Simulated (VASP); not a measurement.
# BaTiO3 (R-3m) in VASP: a series of runs

The runs below take BaTiO3 through electric field gradients, with LDA.

Program: VASP 6.6.1. These are calculated values, not measurements. Logs are shortened: lines on timing, memory, paths and dates and some standing lists are left out, and cuts for length are marked.

### 1 The cell of the first run

Symmetry: R-3m, No. 166, trigonal system. The conventional cell has a = 5.639 Å, b = 5.639 Å, c = 7.010 Å, α = 90.00°, β = 90.00°, γ = 120.00°. Ba (site symmetry -3m) has 12 O at 2.82 to 2.85 Å and 8 Ti at 3.46 to 3.51 Å within 3.7 Å. Ti (site symmetry -3m) has 6 O at 2.00 Å within 2.7 Å. Within 2.7 Å of O (site symmetry 2/m) lie 2 Ti at 2.00 Å.

### 2 Electric field gradients, LDA (equal xy, yz and zx shear strains of +1 %)

INCAR

```
SYSTEM = BaTiO3
PREC = Accurate ; ENCUT = 520
EDIFF = 1E-8 ; ISMEAR = -1
SIGMA = 0.05 ; LREAL = .FALSE.
LASPH = .TRUE. ; NELM = 100
ALGO = Normal ; ISIF = 2
LWAVE = .FALSE. ; LCHARG = .FALSE.
GGA = CA ; LEFG = .TRUE.
NBANDS = 28
```

KPOINTS

```
Automatic mesh
0
G
  8 8 8
  0 0 0
```

POSCAR

```
BaTiO3
1.0
    4.0073000000      0.0200365000      0.0200365000
    0.0200365000      4.0073000000      0.0200365000
    0.0200365000      0.0200365000      4.0073000000
Ba Ti O
1 1 3
Direct
    0.5000000000      0.5000000000      0.5000000000
    0.0000000000      0.0000000000      0.0000000000
    0.5000000000      0.0000000000      0.0000000000
    0.0000000000      0.5000000000      0.0000000000
    0.0000000000      0.0000000000      0.5000000000
```

Potentials or basis: VASP PAW LDA potentials, release 64 (Ba_sv, Ti_sv, O).

Run with:

```bash
$ cat potpaw_LDA.64/Ba_sv/POTCAR potpaw_LDA.64/Ti_sv/POTCAR potpaw_LDA.64/O/POTCAR > POTCAR
$ mpirun -np 1 vasp_std > vasp.out
```

OUTCAR:

```text
SYSTEM = BaTiO3
   PREC = Accurate
   ENCUT = 520
   EDIFF = 1E-8
   ISMEAR = -1
   LREAL = .FALSE.
   LASPH = .TRUE.
   NELM = 100
   ISIF = 2
   GGA = CA

 ion  position               nearest neighbor table
   1  0.500  0.500  0.500-   3 2.82   4 2.82   3 2.82   5 2.82   4 2.82   5 2.82   3 2.85   3 2.85
                             4 2.85   5 2.85   4 2.85   5 2.85   2 3.46   2 3.46   2 3.46   2 3.46
   2  0.000  0.000  0.000-   3 2.00   4 2.00   5 2.00   5 2.00   4 2.00   3 2.00   1 3.46   1 3.46
                             1 3.46   1 3.46   1 3.46   1 3.46   1 3.51   1 3.51
   3  0.500  0.000  0.000-   2 2.00   2 2.00   1 2.82   1 2.82   1 2.85   1 2.85
   4  0.000  0.500  0.000-   2 2.00   2 2.00   1 2.82   1 2.82   1 2.85   1 2.85
   5  0.000  0.000  0.500-   2 2.00   2 2.00   1 2.82   1 2.82   1 2.85   1 2.85

  LATTYP: Found a trigonal (rhomboedric) cell.
 ALAT       =     4.0074001812
 COS(alpha) =     0.0100244988

  Lattice vectors:

 A1 = (   4.0073000000,   0.0200365000,   0.0200365000)
 A2 = (   0.0200365000,   4.0073000000,   0.0200365000)
 A3 = (   0.0200365000,   0.0200365000,   4.0073000000)

Analysis of symmetry for initial positions (statically):
=====================================================================
 Subroutine PRICEL returns:
 Original cell was already a primitive cell.

 Routine SETGRP: Setting up the symmetry group for a
 trigonal (rhombohedral) supercell.

 Subroutine GETGRP returns: Found 12 space group operations
 (whereof 12 operations were pure point group operations)
 out of a pool of 12 trial point group operations.

The static configuration has the point symmetry D_3d.

Analysis of symmetry for dynamics (positions and initial velocities):
=====================================================================
 Subroutine PRICEL returns:
 Original cell was already a primitive cell.

 Routine SETGRP: Setting up the symmetry group for a
 trigonal (rhombohedral) supercell.

 Subroutine GETGRP returns: Found 12 space group operations
 (whereof 12 operations were pure point group operations)
 out of a pool of 12 trial point group operations.

The dynamic configuration has the point symmetry D_3d.

 Subroutine INISYM returns: Found 12 space group operations
 (whereof 12 operations are pure point group operations),
 and found     1 'primitive' translations

----------------------------------------------------------------------------------------

                                     Primitive cell

  volume of cell :      64.3462

  direct lattice vectors                    reciprocal lattice vectors
     4.007300000  0.020036500  0.020036500     0.249556997 -0.001241577 -0.001241577
     0.020036500  4.007300000  0.020036500    -0.001241577  0.249556997 -0.001241577
     0.020036500  0.020036500  4.007300000    -0.001241577 -0.001241577  0.249556997

  length of vectors
     4.007400181  4.007400181  4.007400181     0.249563174  0.249563174  0.249563174

  position of ions in fractional coordinates (direct lattice)
     0.500000000  0.500000000  0.500000000
     0.000000000  0.000000000  0.000000000
     0.500000000  0.000000000  0.000000000
     0.000000000  0.500000000  0.000000000
     0.000000000  0.000000000  0.500000000

  ion indices of the primitive-cell ions
   primitive index   ion index
                 1           1
                 2           2
                 3           3
                 4           4
                 5           5

----------------------------------------------------------------------------------------

 KPOINTS: Automatic mesh

Automatic generation of k-mesh.
 Grid dimensions read from file:
 generate k-points for:    8    8    8

 Generating k-lattice:

  Cartesian coordinates                     Fractional coordinates (reciprocal lattice)
     0.031194625 -0.000155197 -0.000155197     0.125000000  0.000000000  0.000000000
    -0.000155197  0.031194625 -0.000155197     0.000000000  0.125000000  0.000000000
    -0.000155197 -0.000155197  0.031194625     0.000000000  0.000000000  0.125000000

  Length of vectors
     0.031195397  0.031195397  0.031195397

  Shift w.r.t. Gamma in fractional coordinates (k-lattice)
     0.000000000  0.000000000  0.000000000

 Subroutine IBZKPT returns following result:
 ===========================================

 Found     65 irreducible k-points:

 Following reciprocal coordinates:
            Coordinates               Weight
  0.000000  0.000000  0.000000      1.000000
  0.125000  0.000000  0.000000      6.000000
  0.250000  0.000000  0.000000      6.000000
  0.375000  0.000000  0.000000      6.000000
  0.500000  0.000000  0.000000      3.000000
  0.125000  0.125000  0.000000      6.000000
[... 16 lines left out ...]
  0.250000  0.125000  0.125000      6.000000
  0.375000  0.125000  0.125000      6.000000
 [... further k-points ...]
   k-points           NKPTS =     65   k-points in BZ     NKDIM =     65   number of bands    NBANDS=     28
   number of dos      NEDOS =    301   number of ions     NIONS =      5
   total plane-waves  NPLWV =  27000
   dimension x,y,z NGX =    30 NGY =   30 NGZ =   30
   dimension x,y,z NGXF=    60 NGYF=   60 NGZF=   60
   ions per type =               1   1   3
   NGX,Y,Z   is equivalent  to a cutoff of  12.45, 12.45, 12.45 a.u.
   NGXF,Y,Z  is equivalent  to a cutoff of  24.89, 24.89, 24.89 a.u.
 SYSTEM =  BaTiO3
   PREC   = accura    normal or accurate (medium, high low for compatibility)
   ISTART =      0    job   : 0-new  1-cont  2-samecut
   ICHARG =      2    charge: 1-file 2-atom 10-const
   ISPIN  =      1    spin polarized calculation?
   LNONCOLLINEAR =      F non collinear calculations
   LSORBIT =      F    spin-orbit coupling
   LASPH  =      T    aspherical Exc in radial PAW
   ENCUT  =  520.0 eV  38.22 Ry    6.18 a.u.   7.45  7.45  7.45*2*pi/ulx,y,z
   NELM   =    100;   NELMIN=  2; NELMDL= -5     # of ELM steps
   EDIFF  = 0.1E-07   stopping-criterion for ELM
   LREAL  =      F    real-space projection
   EDIFFG = 0.1E-06   stopping-criterion for IOM
   NSW    =      0    number of steps for IOM
   IBRION =     -1    ionic relax: 0-MD 1-quasi-New 2-CG
   NFREE  =      0    steps in history (QN), initial steepest desc. (CG)
   ISIF   =      2    stress and relaxation
   ISYM   =      2    0-nonsym 1-usesym 2-fastsym
   POTIM  = 0.5000    time-step for ionic-motion
   TEBEG  =    0.0;   TEEND  =   0.0 temperature during run
   PSTRESS=    0.0 pullay stress
   NELECT =      40.0000    total number of electrons
   NUPDOWN=      -1.0000    fix difference up-down
   EMIN   =  10.00;   EMAX   =-10.00  energy-range for DOS
   EFERMI =   0.00;   METHOD = LEGACY
   ISMEAR =    -1;   SIGMA  =   0.05  broadening in eV -4-tet -1-fermi 0-gaus
   EFERMI_NEDOS =   21; number of points for ismear=-14 and -15
   IALGO  =     38    algorithm
   IMIX   =      4    mixing-type and parameters
     AMIX     =   0.40;   BMIX     =  1.00
     AMIX_MAG =   1.60;   BMIX_MAG =  1.00
  volume/ion in A,a.u.               =      12.87        86.85
  Fermi-wavevector in a.u.,A,eV,Ry     =   1.397185  2.640296 26.560271  1.952125
  Thomas-Fermi vector in A             =   2.520466
   LORBIT       =      0    0 simple, 1 ext, 2 COOP (PROOUT), +10 PAW based schemes
   GGA     = CA    functional components
   LHFCALC =     F    Hartree Fock is set to
   AEXX    =    0.0000 exact exchange contribution
   IVDW    =     0    specifies the selected vdW correction
   LEPSILON=     F    determine dielectric tensor
   LRPA    =     F    only Hartree local field effects (RPA)
 non-spin polarized calculation
  energy-cutoff  :      520.00
  volume of cell :       64.35
 maximum number of plane-waves:      1755
 NGX is ok and might be reduce to    30
   NGX = 15   NGY = 15   NGZ = 15

 number of electron      39.9999974 magnetization

 Free energy of the ion-electron system (eV)
  ---------------------------------------------------
  ext. energy  EPLUGINS =         0.00000000
  ---------------------------------------------------
  free energy    TOTEN  =       -44.08810279 eV

  energy without entropy =      -44.08810278  energy(sigma->0) =      -44.08810278

 E-fermi :   4.3354     XC(G=0): -11.7194

 val. band max:        3.5049133994   @ k =   0.5000   0.5000   0.5000
 cond. band min:       5.1269794562   @ k =   0.0000   0.0000   0.0000
 fundamental gap:      1.6220660568
 Fermi energy:         4.3354044528

 k-point     1 :       0.0000    0.0000    0.0000
  band No.  band energies     occupation
      1     -52.4050      2.00000
      2     -29.0212      2.00000
      3     -29.0212      2.00000
      4     -29.0096      2.00000
      5     -21.1686      2.00000
      6     -13.0775      2.00000
[... 20 lines left out ...]
     27       8.3843      0.00000
     28      10.6499      0.00000

 k-point     2 :       0.1250    0.0000    0.0000
  band No.  band energies     occupation
      1     -52.4049      2.00000
      2     -29.0273      2.00000
      3     -29.0209      2.00000
      4     -29.0111      2.00000
      5     -21.1512      2.00000
      6     -13.0871      2.00000
[... 20 lines left out ...]
     27       8.6966      0.00000
     28      11.0255      0.00000

 k-point     3 :       0.2500    0.0000    0.0000
  band No.  band energies     occupation
      1     -52.4045      2.00000
      2     -29.0448      2.00000
      3     -29.0202      2.00000
      4     -29.0115      2.00000
      5     -21.1087      2.00000
      6     -13.1587      2.00000
[... 20 lines left out ...]
     27       9.5195      0.00000
     28      11.8045      0.00000

 k-point     4 :       0.3750    0.0000    0.0000
  band No.  band energies     occupation
      1     -52.4041      2.00000
      2     -29.0631      2.00000
      3     -29.0194      2.00000
      4     -29.0111      2.00000
      5     -21.0653      2.00000
      6     -13.2725      2.00000
[... 578 lines left out ...]
     27       9.2171      0.00000
     28      11.4021      0.00000

 k-point    23 :       0.2500    0.1250    0.1250
  band No.  band energies     occupation
      1     -52.4042      2.00000
      2     -29.0441      2.00000
      3     -29.0273      2.00000
      4     -29.0190      2.00000
      5     -21.0816      2.00000
      6     -13.0682      2.00000
[... 20 lines left out ...]
     27       9.9902      0.00000
     28      11.7815      0.00000

 k-point    24 :       0.3750    0.1250    0.1250
  band No.  band energies     occupation
      1     -52.4038      2.00000
      2     -29.0622      2.00000
      3     -29.0265      2.00000
      4     -29.0186      2.00000
      5     -21.0421      2.00000
      6     -13.1344      2.00000
[... 20 lines left out ...]
     27      10.9269      0.00000
     28      12.0840      0.00000

 [... further k-points ...]
[... 5 lines left out ...]
  --------------------------------------------------------------------------------------
  -------------------------------------------------------------------------------------
  Total       -2.9754068     -2.9754068     -2.9754068     -0.4917720     -0.4917720     -0.4917720
  in kB      -74.0856043    -74.0856043    -74.0856043    -12.2447878    -12.2447878    -12.2447878
  external PRESSURE =     -74.0856043 kB  Pullay stress =       0.0000000 kB

 VOLUME and BASIS-vectors are now :
 -----------------------------------------------------------------------------
  energy-cutoff  :      520.00
  volume of cell :       64.35
      direct lattice vectors                 reciprocal lattice vectors
     4.007300000  0.020036500  0.020036500     0.249556997 -0.001241577 -0.001241577
     0.020036500  4.007300000  0.020036500    -0.001241577  0.249556997 -0.001241577
     0.020036500  0.020036500  4.007300000    -0.001241577 -0.001241577  0.249556997

 POSITION                                       TOTAL-FORCE (eV/Angst)
 -----------------------------------------------------------------------------------
      2.02369      2.02369      2.02369         0.000000     -0.000000     -0.000000
      0.00000      0.00000      0.00000        -0.000000     -0.000000     -0.000000
      2.00365      0.01002      0.01002         0.000000     -0.000000     -0.000000
      0.01002      2.00365      0.01002         0.000000     -0.000000     -0.000000
      0.01002      0.01002      2.00365        -0.000000      0.000000      0.000000
 -----------------------------------------------------------------------------------
    total drift:                               -0.000000     -0.000000      0.000000

  FREE ENERGIE OF THE ION-ELECTRON SYSTEM (eV)
  ---------------------------------------------------
  free  energy   TOTEN  =       -44.0881027851 eV

  energy  without entropy=      -44.0881027790  energy(sigma->0) =      -44.08810278

 Electric field gradients (V/A^2)
---------------------------------------------------------------------
 ion       V_xx      V_yy      V_zz      V_xy      V_xz      V_yz
---------------------------------------------------------------------
   1      -0.000    -0.000    -0.000     7.063     7.063     7.063
   2       0.000     0.000     0.000    -1.867    -1.867    -1.867
   3      21.731   -10.865   -10.865     1.338     1.338    -0.006
   4     -10.865    21.731   -10.865     1.338    -0.006     1.338
   5     -10.865   -10.865    21.731    -0.006     1.338     1.338
---------------------------------------------------------------------

 Electric field gradients after diagonalization (V/A^2)
 (convention: |V_zz| > |V_xx| > |V_yy|)
----------------------------------------------------------------------
 ion       V_xx      V_yy      V_zz     asymmetry (V_yy - V_xx)/ V_zz
----------------------------------------------------------------------
   1      -7.063    -7.063    14.127       0.000
   2       1.867     1.867    -3.734       0.000
   3     -10.981   -10.860    21.840       0.006
   4     -10.981   -10.860    21.840       0.006
   5     -10.981   -10.860    21.840       0.006
----------------------------------------------------------------------

           NMR quadrupolar parameters

 Cq : quadrupolar parameter    Cq=e*Q*V_zz/h
 eta: asymmetry parameters     (V_yy - V_xx)/ V_zz
 Q  : nuclear electric quadrupole moment in mb (millibarn)
----------------------------------------------------------------------
 ion       Cq(MHz)       eta       Q (mb)
----------------------------------------------------------------------
   1       0.034       0.000       1.000
   2      -0.009       0.000       1.000
   3       0.053       0.006       1.000
   4       0.053       0.006       1.000
   5       0.053       0.006       1.000
----------------------------------------------------------------------
```

Wall time 2.9 min (1 thread of AMD EPYC 7R43 (Zen 3), shared host); peak memory 0.2 GiB.

Results:

| Property | Result |
| --- | --- |
| Free energy | -44.0881 eV |
| Pressure | -7.4 GPa |
| Band gap on the k mesh | 1.62 eV, indirect (least direct gap 1.75 eV) |

Stress tensor (GPa, compression positive):
```
-7.41 -1.22 -1.22
-1.22 -7.41 -1.22
-1.22 -1.22 -7.41
```

Electric field gradients, principal values (V/Å²):
| atom | least | middle | greatest (by size) |
| --- | --- | --- | --- |
| 1 Ba | -7.063 | -7.063 | 14.127 |
| 2 Ti | 1.867 | 1.867 | -3.734 |
| 3 O | -10.860 | -10.981 | 21.840 |
| 4 O | -10.860 | -10.981 | 21.840 |
| 5 O | -10.860 | -10.981 | 21.840 |

Caveat: the cell differs from its parent crystal (equal xy, yz and zx shear strains of +1 %); without QUAD_EFG the Cq values of the log hold for a quadrupole moment of 1 mb, not for the nuclei; spin-orbit coupling is left out, which moves the levels of the heavy elements.

(Part 1 of 2 ends here.)
